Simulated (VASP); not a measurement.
# Lu (P6_3/mmc) in VASP: relaxation of cell and atoms with PBE

Aim: the relaxation of cell and atoms of Lu with PBE.

Everything below comes from runs of VASP 6.6.1. Logs are shortened: lines on timing, memory, paths and dates and some standing lists are left out, and cuts for length are marked.

## (1) The cell of the first run

It takes space group P6_3/mmc (No. 194, hexagonal). Conventional cell: a = 2.929 Å, b = 2.929 Å, c = 4.758 Å, α = 90.00°, β = 90.00°, γ = 120.00°. Lu (site symmetry -6m2) has 12 Lu at 2.92 to 2.93 Å within 3.8 Å.

## (2) Relaxation of cell and atoms, PBE, target pressure 51 GPa, at which the enthalpy is minimised

Input file INCAR:

```
SYSTEM = Lu
PREC = Accurate
ENCUT = 600
EDIFF = 1E-6
ISMEAR = -1
SIGMA = 0.08
LREAL = .False.
LASPH = .True.
NELM = 100
ALGO = Normal
ISIF = 3
LWAVE = .False.
LCHARG = .False.
GGA = PE
IBRION = 2
NSW = 32
EDIFFG = -0.005
PSTRESS = 510.0
```

Input file KPOINTS:

```
regular mesh
0
Gamma
  15 15 8
  0 0 0
```

Input file POSCAR:

```
Lu
1.0
    2.9294077187      0.0000000000      0.0000000000
   -1.4647038593      2.5369415024      0.0000000000
    0.0000000000      0.0000000000      4.7584029523
Lu
2
Direct
    0.3333333333      0.6666666667      0.2500000000
    0.6666666667      0.3333333333      0.7500000000
```

Potentials or basis: VASP PAW PBE potentials, release 64 (Lu).

The run is started by

```sh
> cat potpaw_PBE.64/Lu/POTCAR > POTCAR
> mpirun -np 1 vasp_std > vasp.out
```

OUTCAR:

```text
SYSTEM = Lu
   PREC = Accurate
   ENCUT = 600
   EDIFF = 1E-6
   ISMEAR = -1
   LREAL = .False.
   LASPH = .True.
   NELM = 100
   ISIF = 3
   GGA = PE
   IBRION = 2
   NSW = 32
   EDIFFG = -0.005
   PSTRESS = 510.0

 ion  position               nearest neighbor table
   1  0.333  0.667  0.250-   2 2.92   2 2.92   2 2.92   2 2.92   2 2.92   2 2.92
   2  0.667  0.333  0.750-   1 2.92   1 2.92   1 2.92   1 2.92   1 2.92   1 2.92

  LATTYP: Found a hexagonal cell.
 ALAT       =     2.9294077187
 C/A-ratio  =     1.6243566650

  Lattice vectors:

 A1 = (   2.9294077187,   0.0000000000,   0.0000000000)
 A2 = (  -1.4647038593,   2.5369415024,   0.0000000000)
 A3 = (   0.0000000000,   0.0000000000,   4.7584029523)

Analysis of symmetry for initial positions (statically):
=====================================================================
 Subroutine PRICEL returns:
 Original cell was already a primitive cell.

 Routine SETGRP: Setting up the symmetry group for a
 hexagonal supercell.

 Subroutine GETGRP returns: Found 24 space group operations
 (whereof 12 operations were pure point group operations)
 out of a pool of 24 trial point group operations.

The static configuration has the point symmetry D_3d.
 The point group associated with its full space group is D_6h.

Analysis of symmetry for dynamics (positions and initial velocities):
=====================================================================
 Subroutine PRICEL returns:
 Original cell was already a primitive cell.

 Routine SETGRP: Setting up the symmetry group for a
 hexagonal supercell.

 Subroutine GETGRP returns: Found 24 space group operations
 (whereof 12 operations were pure point group operations)
 out of a pool of 24 trial point group operations.

The dynamic configuration has the point symmetry D_3d.
 The point group associated with its full space group is D_6h.

 Subroutine INISYM returns: Found 24 space group operations
 (whereof 12 operations are pure point group operations),
 and found     1 'primitive' translations

----------------------------------------------------------------------------------------

                                     Primitive cell

  volume of cell :      35.3632

  direct lattice vectors                    reciprocal lattice vectors
     2.929407719  0.000000000  0.000000000     0.341365933  0.197087713  0.000000000
    -1.464703859  2.536941502  0.000000000     0.000000000  0.394175427  0.000000000
     0.000000000  0.000000000  4.758402952     0.000000000  0.000000000  0.210154543

  length of vectors
     2.929407719  2.929407719  4.758402952     0.394175427  0.394175427  0.210154543

  position of ions in fractional coordinates (direct lattice)
     0.333333333  0.666666667  0.250000000
     0.666666667  0.333333333  0.750000000

  ion indices of the primitive-cell ions
   primitive index   ion index
                 1           1
                 2           2

----------------------------------------------------------------------------------------

 KPOINTS: regular mesh

Automatic generation of k-mesh.
 Grid dimensions read from file:
 generate k-points for:   15   15    8

 Generating k-lattice:

  Cartesian coordinates                     Fractional coordinates (reciprocal lattice)
     0.022757729  0.013139181  0.000000000     0.066666667  0.000000000  0.000000000
     0.000000000  0.026278362  0.000000000     0.000000000  0.066666667  0.000000000
     0.000000000  0.000000000  0.026269318     0.000000000  0.000000000  0.125000000

  Length of vectors
     0.026278362  0.026278362  0.026269318

  Shift w.r.t. Gamma in fractional coordinates (k-lattice)
     0.000000000  0.000000000  0.000000000

 Subroutine IBZKPT returns following result:
 ===========================================

 Found    135 irreducible k-points:

 Following reciprocal coordinates:
            Coordinates               Weight
  0.000000  0.000000  0.000000      1.000000
  0.066667  0.000000  0.000000      6.000000
  0.133333  0.000000  0.000000      6.000000
  0.200000  0.000000  0.000000      6.000000
  0.266667  0.000000  0.000000      6.000000
  0.333333  0.000000  0.000000      6.000000
[... 16 lines left out ...]
  0.333333  0.200000  0.000000     12.000000
  0.400000  0.200000  0.000000      6.000000
 [... further k-points ...]
   k-points           NKPTS =    135   k-points in BZ     NKDIM =    135   number of bands    NBANDS=     30
   number of dos      NEDOS =    301   number of ions     NIONS =      2
   total plane-waves  NPLWV =  23040
   dimension x,y,z NGX =    24 NGY =   24 NGZ =   40
   dimension x,y,z NGXF=    48 NGYF=   48 NGZF=   80
   ions per type =               2
   NGX,Y,Z   is equivalent  to a cutoff of  13.62, 13.62, 13.97 a.u.
   NGXF,Y,Z  is equivalent  to a cutoff of  27.24, 27.24, 27.95 a.u.
 SYSTEM =  Lu
   PREC   = accura    normal or accurate (medium, high low for compatibility)
   ISTART =      0    job   : 0-new  1-cont  2-samecut
   ICHARG =      2    charge: 1-file 2-atom 10-const
   ISPIN  =      1    spin polarized calculation?
   LNONCOLLINEAR =      F non collinear calculations
   LSORBIT =      F    spin-orbit coupling
   LASPH  =      T    aspherical Exc in radial PAW
   ENCUT  =  600.0 eV  44.10 Ry    6.64 a.u.   5.85  5.85  9.50*2*pi/ulx,y,z
   NELM   =    100;   NELMIN=  2; NELMDL= -5     # of ELM steps
   EDIFF  = 0.1E-05   stopping-criterion for ELM
   LREAL  =      F    real-space projection
   EDIFFG = -.5E-02   stopping-criterion for IOM
   NSW    =     32    number of steps for IOM
   IBRION =      2    ionic relax: 0-MD 1-quasi-New 2-CG
   NFREE  =      1    steps in history (QN), initial steepest desc. (CG)
   ISIF   =      3    stress and relaxation
   ISYM   =      2    0-nonsym 1-usesym 2-fastsym
   POTIM  = 0.5000    time-step for ionic-motion
   TEBEG  =    0.0;   TEEND  =   0.0 temperature during run
   PSTRESS=  510.0 pullay stress
   NELECT =      50.0000    total number of electrons
   NUPDOWN=      -1.0000    fix difference up-down
   EMIN   =  10.00;   EMAX   =-10.00  energy-range for DOS
   EFERMI =   0.00;   METHOD = LEGACY
   ISMEAR =    -1;   SIGMA  =   0.08  broadening in eV -4-tet -1-fermi 0-gaus
   EFERMI_NEDOS =   21; number of points for ismear=-14 and -15
   IALGO  =     38    algorithm
   IMIX   =      4    mixing-type and parameters
     AMIX     =   0.40;   BMIX     =  1.00
     AMIX_MAG =   1.60;   BMIX_MAG =  1.00
  volume/ion in A,a.u.               =      17.68       119.32
  Fermi-wavevector in a.u.,A,eV,Ry     =   1.837445  3.472267 45.936043  3.376204
  Thomas-Fermi vector in A             =   2.890421
   LORBIT       =      0    0 simple, 1 ext, 2 COOP (PROOUT), +10 PAW based schemes
   GGA     = PE    functional components
   LHFCALC =     F    Hartree Fock is set to
   AEXX    =    0.0000 exact exchange contribution
   IVDW    =     0    specifies the selected vdW correction
   LEPSILON=     F    determine dielectric tensor
   LRPA    =     F    only Hartree local field effects (RPA)
 conjugate gradient relaxation of ions
 non-spin polarized calculation
  energy-cutoff  :      600.00
  volume of cell :       35.36
 maximum number of plane-waves:      1196
 NGX is ok and might be reduce to    24
   NGX = 11   NGY = 11   NGZ = 19

--------------------------------------- Ionic step        1  -------------------------------------------

 number of electron      50.0000001 magnetization

 Free energy of the ion-electron system (eV)
  ---------------------------------------------------
  ext. energy  EPLUGINS =         0.00000000
  ---------------------------------------------------
  free energy    TOTEN  =        -6.44419069 eV

  energy without entropy =       -6.40286660  energy(sigma->0) =       -6.42352864

------------------------ aborting loop because EDIFF is reached ----------------------------------------

  FORCE on cell =-STRESS in cart. coord.  units (eV):
  Direction    XX          YY          ZZ          XY          YZ          ZX
  --------------------------------------------------------------------------------------
  -------------------------------------------------------------------------------------
  Total       11.4542864     11.4542864     11.4437878      0.0000000      0.0000000      0.0000000
  in kB      518.9519281    518.9519281    518.4762720      0.0000000      0.0000000      0.0000000
  external PRESSURE =       8.7933761 kB  Pullay stress =     510.0000000 kB
[... 93 lines left out ...]
  FREE ENERGIE OF THE ION-ELECTRON SYSTEM (eV)
  ---------------------------------------------------
  free  energy   TOTEN  =        -6.5187572389 eV

  energy  without entropy=       -6.4771009318  energy(sigma->0) =       -6.49792909

  enthalpy is  TOTEN    =         4.8116998054 eV   P V=       11.3304570443

[... ionic steps 4 to 10 ...]

--------------------------------------- Ionic step       11  -------------------------------------------

 number of electron      49.9999998 magnetization

------------------------ aborting loop because EDIFF is reached ----------------------------------------

  FORCE on cell =-STRESS in cart. coord.  units (eV):
  Direction    XX          YY          ZZ          XY          YZ          ZX
  --------------------------------------------------------------------------------------
  -------------------------------------------------------------------------------------
  Total       11.2965180     11.2965180     11.2944140      0.0000000      0.0000000     -0.0000000
  in kB      508.1789896    508.1789895    508.0843425      0.0000000      0.0000000     -0.0000000
  external PRESSURE =      -1.8525595 kB  Pullay stress =     510.0000000 kB
[... 61 lines left out ...]
  enthalpy is  TOTEN    =         4.8116939187 eV   P V=       11.3359668652

--------------------------------------- Ionic step       13  -------------------------------------------

 number of electron      49.9999999 magnetization

 Free energy of the ion-electron system (eV)
  ---------------------------------------------------
  ext. energy  EPLUGINS =         0.00000000
  ---------------------------------------------------
  free energy    TOTEN  =        -6.52369655 eV

  energy without entropy =       -6.48196259  energy(sigma->0) =       -6.50282957

 E-fermi :   4.4432     XC(G=0): -13.3272

 val. band max:        4.4428694727   @ k =   0.1333   0.1333   0.1250
 cond. band min:       4.4441363934   @ k =   0.4000   0.0667   0.3750
 fundamental gap:      0.0012669207
 Fermi energy:         4.4432449263

 k-point     1 :       0.0000    0.0000    0.0000
  band No.  band energies     occupation
      1     -51.1907      2.00000
      2     -50.9360      2.00000
      3     -23.0888      2.00000
      4     -21.1425      2.00000
      5     -21.1425      2.00000
      6     -20.8564      2.00000
[... 781 lines left out ...]
     29       8.1758      0.00000
     30      12.4151      0.00000

 [... further k-points ...]
[... 5 lines left out ...]
  --------------------------------------------------------------------------------------
  -------------------------------------------------------------------------------------
  Total       11.3428787     11.3428787     11.3352992      0.0000000      0.0000000     -0.0000000
  in kB      510.3369646    510.3369646    509.9959500      0.0000000      0.0000000     -0.0000000
  external PRESSURE =       0.2232931 kB  Pullay stress =     510.0000000 kB
[... 17 lines left out ...]
  FREE ENERGIE OF THE ION-ELECTRON SYSTEM (eV)
  ---------------------------------------------------
  free  energy   TOTEN  =        -6.5236965464 eV

  energy  without entropy=       -6.4819625855  energy(sigma->0) =       -6.50282957

  enthalpy is  TOTEN    =         4.8116926748 eV   P V=       11.3353892212

 reached required accuracy - stopping structural energy minimisation
```

It took 35 min on 1 thread of Oxide Virtual Turin-like, shared host; peak memory 0.25 GiB.

What came out:

| Quantity | Value |
| --- | --- |
| Free energy | -6.5237 eV |
| Relaxed volume | 17.81 Å³/atom |
| Relaxed cell | a = 2.937 Å, b = 2.937 Å, c = 4.766 Å, α = 90.00°, β = 90.00°, γ = 120.00° |
| Space group after relaxing (to 0.1 Å) | P6_3/mmc (No. 194) |
| Energy change on relaxing (the run minimises the enthalpy) | -39.8 meV/atom |
| Ionic steps | 13 |
| Pressure after relaxing | 51.0 GPa |
| Band gap on the k mesh | zero (bands 25 and 26 overlap by 3.14 eV) |

The path:
```csv
step,energy change (eV),largest force (eV/Å),pressure (GPa),volume (Å³)
1,0.0000,0.0000,51.88,35.36
2,-0.1584,0.0000,49.55,35.86
3,-0.0746,0.0000,50.80,35.59
4,-0.0609,0.0000,51.01,35.55
5,-0.0621,0.0000,51.30,35.56
6,-0.0696,0.0000,51.09,35.58
7,-0.0712,0.0000,51.03,35.58
8,-0.0726,0.0000,51.16,35.59
9,-0.0784,0.0000,50.97,35.61
10,-0.0793,0.0000,50.97,35.61
11,-0.0811,0.0000,50.81,35.62
12,-0.0801,0.0000,50.74,35.61
13,-0.0795,0.0000,51.02,35.61
```

Final structure:
```
Lu
1.0
     2.93731    0.00000    0.00000
    -1.46866    2.54379    0.00000
     0.00000    0.00000    4.76591
Lu
2
Direct
  0.33333 0.66667 0.25000
  0.66667 0.33333 0.75000
```

Caveat: the cell is relaxed towards a set pressure, so the run minimises the enthalpy, not the energy; spin-orbit coupling is left out, which moves the levels of the heavy elements.
